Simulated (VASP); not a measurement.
# Sr (Fm-3m) in VASP: further runs, part 2 of 2

VASP 6.6.1.

### 3 Single point, PBE

This run uses another cell than the first one, of 51.81 Å³/atom, 1.045 times its volume.

The input, INCAR:

```
SYSTEM = Sr
PREC = Accurate
ENCUT = 500
EDIFF = 1E-6
ISMEAR = -1
SIGMA = 0.05
LREAL = .False.
LASPH = .True.
NELM = 120
ALGO = Normal
ISIF = 2
LWAVE = .False.
LCHARG = .True.
GGA = PE
LELF = .True.
LVHAR = .True.
NBANDS = 11
GGA_COMPAT = .False.
```

The input, KPOINTS:

```
regular mesh
0
Gamma
  7 7 7
  0 0 0
```

The input, POSCAR:

```
Sr
1.0
    0.0000000000      2.9589556154      2.9589556154
    2.9589556154      0.0000000000      2.9589556154
    2.9589556154      2.9589556154      0.0000000000
Sr
1
Direct
    0.0000000000      0.0000000000      0.0000000000
```

Potentials or basis: VASP PAW PBE potentials, release 64 (Sr_sv).

Run with:

```console
> cat potpaw_PBE.64/Sr_sv/POTCAR > POTCAR
> mpirun -np 1 vasp_std > vasp.out
```

OUTCAR:

```text
SYSTEM = Sr
   PREC = Accurate
   ENCUT = 500
   EDIFF = 1E-6
   ISMEAR = -1
   LREAL = .False.
   LASPH = .True.
   NELM = 120
   ISIF = 2
   GGA = PE

 ion  position               nearest neighbor table
   1  0.000  0.000  0.000-

  LATTYP: Found a face centered cubic cell.
 ALAT       =     5.9179112308

  Lattice vectors:

 A1 = (   0.0000000000,   2.9589556154,   2.9589556154)
 A2 = (   2.9589556154,   0.0000000000,   2.9589556154)
 A3 = (   2.9589556154,   2.9589556154,   0.0000000000)

Analysis of symmetry for initial positions (statically):
=====================================================================
 Subroutine PRICEL returns:
 Original cell was already a primitive cell.

 Routine SETGRP: Setting up the symmetry group for a
 face centered cubic supercell.

 Subroutine GETGRP returns: Found 48 space group operations
 (whereof 48 operations were pure point group operations)
 out of a pool of 48 trial point group operations.

The static configuration has the point symmetry O_h .

Analysis of symmetry for dynamics (positions and initial velocities):
=====================================================================
 Subroutine PRICEL returns:
 Original cell was already a primitive cell.

 Routine SETGRP: Setting up the symmetry group for a
 face centered cubic supercell.

 Subroutine GETGRP returns: Found 48 space group operations
 (whereof 48 operations were pure point group operations)
 out of a pool of 48 trial point group operations.

The dynamic configuration has the point symmetry O_h .

 Subroutine INISYM returns: Found 48 space group operations
 (whereof 48 operations are pure point group operations),
 and found     1 'primitive' translations

----------------------------------------------------------------------------------------

                                     Primitive cell

[... 105 lines left out ...]
  Fermi-wavevector in a.u.,A,eV,Ry     =   0.946077  1.787826 12.178048  0.895061
  Thomas-Fermi vector in A             =   2.074040
   LORBIT       =      0    0 simple, 1 ext, 2 COOP (PROOUT), +10 PAW based schemes
   GGA     = PE    functional components
   LHFCALC =     F    Hartree Fock is set to
   AEXX    =    0.0000 exact exchange contribution
   IVDW    =     0    specifies the selected vdW correction
   LEPSILON=     F    determine dielectric tensor
   LRPA    =     F    only Hartree local field effects (RPA)
 non-spin polarized calculation
  energy-cutoff  :      500.00
  volume of cell :       51.81
 maximum number of plane-waves:      1363
   NGX = 15   NGY = 15   NGZ = 15

 number of electron      10.0000000 magnetization

 Free energy of the ion-electron system (eV)
  ---------------------------------------------------
  ext. energy  EPLUGINS =         0.00000000
  ---------------------------------------------------
  free energy    TOTEN  =        -1.63893045 eV

  energy without entropy =       -1.62703005  energy(sigma->0) =       -1.63298025

 E-fermi :   1.8259     XC(G=0):  -7.5324

 val. band max:        1.8007876957   @ k =  -0.2857   0.4286   0.1429
 cond. band min:       1.8813902556   @ k =  -0.4286   0.2857   0.0000
 fundamental gap:      0.0806025600
 Fermi energy:         1.8258820304

 k-point     1 :       0.0000    0.0000    0.0000
  band No.  band energies     occupation
      1     -34.7126      2.00000
      2     -16.5885      2.00000
      3     -16.5885      2.00000
      4     -16.5885      2.00000
      5      -1.9427      2.00000
      6       4.1999      0.00000
      7       4.1999      0.00000
      8       4.1999      0.00000
      9       5.7629      0.00000
     10       5.7629      0.00000
     11       9.0833      0.00000
[... 253 lines left out ...]
 k-point    20 :      -0.2857    0.4286    0.1429
  band No.  band energies     occupation
      1     -34.6885      2.00000
      2     -16.7560      2.00000
      3     -16.7413      2.00000
      4     -16.6664      2.00000
      5       1.8008      1.24581
      6       2.1886      0.00141
      7       2.5648      0.00000
      8       4.5281      0.00000
      9       6.7185      0.00000
     10       6.7586      0.00000
     11       8.1079      0.00000

------------------------ aborting loop because EDIFF is reached ----------------------------------------

  FORCE on cell =-STRESS in cart. coord.  units (eV):
  Direction    XX          YY          ZZ          XY          YZ          ZX
  --------------------------------------------------------------------------------------
  -------------------------------------------------------------------------------------
  Total        0.2332142      0.2332142      0.2332142     -0.0000000     -0.0000000      0.0000000
  in kB        7.2114092      7.2114092      7.2114092     -0.0000000     -0.0000000      0.0000000
  external PRESSURE =       7.2114092 kB  Pullay stress =       0.0000000 kB

 VOLUME and BASIS-vectors are now :
 -----------------------------------------------------------------------------
  energy-cutoff  :      500.00
  volume of cell :       51.81
      direct lattice vectors                 reciprocal lattice vectors
     0.000000000  2.958955615  2.958955615    -0.168978540  0.168978540  0.168978540
     2.958955615  0.000000000  2.958955615     0.168978540 -0.168978540  0.168978540
     2.958955615  2.958955615  0.000000000     0.168978540  0.168978540 -0.168978540

 POSITION                                       TOTAL-FORCE (eV/Angst)
 -----------------------------------------------------------------------------------
      0.00000      0.00000      0.00000         0.000000     -0.000000      0.000000
 -----------------------------------------------------------------------------------
    total drift:                                0.000000      0.000000      0.000000

  FREE ENERGIE OF THE ION-ELECTRON SYSTEM (eV)
  ---------------------------------------------------
  free  energy   TOTEN  =        -1.6389304534 eV

  energy  without entropy=       -1.6270300493  energy(sigma->0) =       -1.63298025
```

OSZICAR:

```text
N       E                     dE             d eps       ncg     rms          rms(c)
DAV:   1     0.304016004134E+02    0.30402E+02   -0.48952E+03   448   0.784E+02
DAV:   2    -0.211906796337E+00   -0.30614E+02   -0.30190E+02   525   0.139E+02
DAV:   3    -0.158184082647E+01   -0.13699E+01   -0.13602E+01   653   0.219E+01
DAV:   4    -0.163878610975E+01   -0.56945E-01   -0.56827E-01   549   0.400E+00
DAV:   5    -0.163989204892E+01   -0.11059E-02   -0.11058E-02   632   0.437E-01    0.116E+01
DAV:   6    -0.163930937863E+01    0.58267E-03   -0.61099E-03   524   0.887E-01    0.661E+00
DAV:   7    -0.163892111731E+01    0.38826E-03   -0.10904E-02   487   0.117E+00    0.268E-01
DAV:   8    -0.163890423682E+01    0.16880E-04   -0.11892E-03   677   0.201E-01    0.613E-02
DAV:   9    -0.163892118502E+01   -0.16948E-04   -0.17809E-05   529   0.311E-02    0.281E-02
DAV:  10    -0.163893096884E+01   -0.97838E-05   -0.46106E-06   524   0.200E-02    0.558E-03
DAV:  11    -0.163893045338E+01    0.51546E-06   -0.21255E-07   292   0.425E-03
   1 F= -.16389305E+01 E0= -.16329803E+01  d E =-.119004E-01
```

stdout:

```text
POSCAR found type information on POSCAR Sr
 POSCAR found :  1 types and       1 ions
 scaLAPACK will be used
 LDA part: xc-table for (Slater+PW92), standard interpolation
 POSCAR, INCAR and KPOINTS ok, starting setup
 FFT: planning ... GRIDC
 FFT: planning ... GRID_SOFT
 FFT: planning ... GRID
 WAVECAR not read
 entering main loop
```

Run time: 4.3 s. Hardware: 1 thread of Intel Xeon 6975P-C (Granite Rapids), shared host; peak memory 0.17 GiB.

What came out:

```yaml
Free_energy: -1.6389 eV
Pressure: 0.7 GPa
Band_gap_on_the_k_mesh: 0.08 eV, indirect (least direct gap 0.30 eV)
```

A k mesh can miss the band edges.

### 4 Single point, PBE

This run uses another cell than the first one, of 54.07 Å³/atom, 1.091 times its volume.

The input, INCAR:

```
ALGO     = Normal         # electronic algorithm
EDIFF    = 1E-6           # SCF threshold, eV
ENCUT    = 500            # plane-wave cutoff, eV
GGA      = PE             # functional
GGA_COMPAT= False        
ISIF     = 2              # what is computed and relaxed
ISMEAR   = -1             # smearing method
LASPH    = True           # aspherical terms in the spheres
LCHARG   = False          # write CHGCAR
LREAL    = False          # projectors in reciprocal space
LWAVE    = False          # write WAVECAR
NBANDS   = 11             # bands
NELM     = 120            # most SCF steps
PREC     = Accurate       # precision mode
SIGMA    = 0.05           # smearing width, eV
```

The input, KPOINTS:

```
k-points
0
Gamma
  7 7 7
```

The input, POSCAR:

```
Sr
1.0
    0.0000000000      3.0012321217      3.0012321217
    3.0012321217      0.0000000000      3.0012321217
    3.0012321217      3.0012321217      0.0000000000
Sr
1
Direct
    0.0000000000      0.0000000000      0.0000000000
```

Potentials or basis: VASP PAW PBE potentials, release 64 (Sr_sv).

Run with:

```console
> cat potpaw_PBE.64/Sr_sv/POTCAR > POTCAR
> mpirun -np 1 vasp_std > vasp.out
```

OUTCAR:

```text
EDIFF = 1E-6
   ENCUT = 500
   GGA = PE
   ISIF = 2
   ISMEAR = -1
   LASPH = True
   LREAL = False
   NELM = 120
   PREC = Accurate

 ion  position               nearest neighbor table
   1  0.000  0.000  0.000-

  LATTYP: Found a face centered cubic cell.
 ALAT       =     6.0024642434

  Lattice vectors:

 A1 = (   0.0000000000,   3.0012321217,   3.0012321217)
 A2 = (   3.0012321217,   0.0000000000,   3.0012321217)
 A3 = (   3.0012321217,   3.0012321217,   0.0000000000)

Analysis of symmetry for initial positions (statically):
=====================================================================
 Subroutine PRICEL returns:
 Original cell was already a primitive cell.

 Routine SETGRP: Setting up the symmetry group for a
 face centered cubic supercell.

 Subroutine GETGRP returns: Found 48 space group operations
 (whereof 48 operations were pure point group operations)
 out of a pool of 48 trial point group operations.

The static configuration has the point symmetry O_h .

Analysis of symmetry for dynamics (positions and initial velocities):
[... 160 lines left out ...]
      1     -34.9455      2.00000
      2     -16.8301      2.00000
      3     -16.8301      2.00000
      4     -16.8301      2.00000
      5      -2.0292      2.00000
      6       4.0034      0.00000
      7       4.0034      0.00000
      8       4.0034      0.00000
      9       5.4965      0.00000
     10       5.4965      0.00000
     11       8.7994      0.00000
[... 253 lines left out ...]
 k-point    20 :      -0.2857    0.4286    0.1429
  band No.  band energies     occupation
      1     -34.9259      2.00000
      2     -16.9742      2.00000
      3     -16.9616      2.00000
      4     -16.8973      2.00000
      5       1.6670      1.04086
      6       2.0324      0.00145
      7       2.3763      0.00000
      8       4.2765      0.00000
      9       6.3634      0.00000
     10       6.4436      0.00000
     11       7.7150      0.00000

------------------------ aborting loop because EDIFF is reached ----------------------------------------

  FORCE on cell =-STRESS in cart. coord.  units (eV):
  Direction    XX          YY          ZZ          XY          YZ          ZX
  --------------------------------------------------------------------------------------
  -------------------------------------------------------------------------------------
  Total        0.0618407      0.0618407      0.0618407     -0.0000000      0.0000000      0.0000000
  in kB        1.8325531      1.8325531      1.8325531     -0.0000000      0.0000000      0.0000000
  external PRESSURE =       1.8325531 kB  Pullay stress =       0.0000000 kB

 VOLUME and BASIS-vectors are now :
 -----------------------------------------------------------------------------
  energy-cutoff  :      500.00
  volume of cell :       54.07
      direct lattice vectors                 reciprocal lattice vectors
     0.000000000  3.001232122  3.001232122    -0.166598244  0.166598244  0.166598244
     3.001232122  0.000000000  3.001232122     0.166598244 -0.166598244  0.166598244
     3.001232122  3.001232122  0.000000000     0.166598244  0.166598244 -0.166598244

 POSITION                                       TOTAL-FORCE (eV/Angst)
 -----------------------------------------------------------------------------------
      0.00000      0.00000      0.00000        -0.000000      0.000000      0.000000
 -----------------------------------------------------------------------------------
    total drift:                                0.000000      0.000000      0.000000

  FREE ENERGIE OF THE ION-ELECTRON SYSTEM (eV)
  ---------------------------------------------------
  free  energy   TOTEN  =        -1.6453240404 eV

  energy  without entropy=       -1.6320639299  energy(sigma->0) =       -1.63869399
```

OSZICAR:

```text
N       E                     dE             d eps       ncg     rms          rms(c)
DAV:   1     0.360882946719E+02    0.36088E+02   -0.47119E+03   440   0.754E+02
DAV:   2     0.126966974605E+00   -0.35961E+02   -0.35336E+02   506   0.147E+02
DAV:   3    -0.157875213406E+01   -0.17057E+01   -0.16916E+01   675   0.236E+01
DAV:   4    -0.164405951891E+01   -0.65307E-01   -0.65228E-01   559   0.430E+00
DAV:   5    -0.164453620957E+01   -0.47669E-03   -0.47667E-03   630   0.384E-01    0.114E+01
DAV:   6    -0.164501823855E+01   -0.48203E-03   -0.63321E-03   516   0.904E-01    0.644E+00
DAV:   7    -0.164531381093E+01   -0.29557E-03   -0.11250E-02   484   0.119E+00    0.277E-01
DAV:   8    -0.164529513913E+01    0.18672E-04   -0.12751E-03   677   0.209E-01    0.625E-02
DAV:   9    -0.164531405156E+01   -0.18912E-04   -0.20983E-05   523   0.333E-02    0.279E-02
DAV:  10    -0.164532460730E+01   -0.10556E-04   -0.48742E-06   518   0.197E-02    0.528E-03
DAV:  11    -0.164532404039E+01    0.56690E-06   -0.25860E-07   295   0.448E-03
   1 F= -.16453240E+01 E0= -.16386940E+01  d E =-.132601E-01
```

stdout:

```text
POSCAR found type information on POSCAR Sr
 POSCAR found :  1 types and       1 ions
 scaLAPACK will be used
 LDA part: xc-table for (Slater+PW92), standard interpolation
 POSCAR, INCAR and KPOINTS ok, starting setup
 FFT: planning ... GRIDC
 FFT: planning ... GRID_SOFT
 FFT: planning ... GRID
 WAVECAR not read
 entering main loop
```

It took 4.2 s on 1 thread of Intel Xeon 6975P-C (Granite Rapids), shared host; peak memory 0.16 GiB.

Results:

```
Free energy            : -1.6453 eV
Pressure               : 0.2 GPa
Band gap on the k mesh : 0.06 eV, indirect (least direct gap 0.30 eV)
```

### 5 The runs side by side

| cell | gap on the mesh (eV) | pressure (GPa) |
| --- | --- | --- |
| a = 4.123 Å, angles 60.0°, 1 atom | 0.11 | 1.4 |
| a = 4.185 Å, angles 60.0°, 1 atom | 0.08 | 0.7 |
| a = 4.244 Å, angles 60.0°, 1 atom | 0.06 | 0.2 |

Alike in all rows: task single point; level PBE; potentials or basis VASP PAW PBE potentials, release 64 (Sr_sv); no spin polarisation; k mesh 7 × 7 × 7; cutoff (eV) 500; smearing fermi-dirac 0.05 eV.

Total energies depend on the potentials used, so only differences within one code and one set of settings carry meaning.
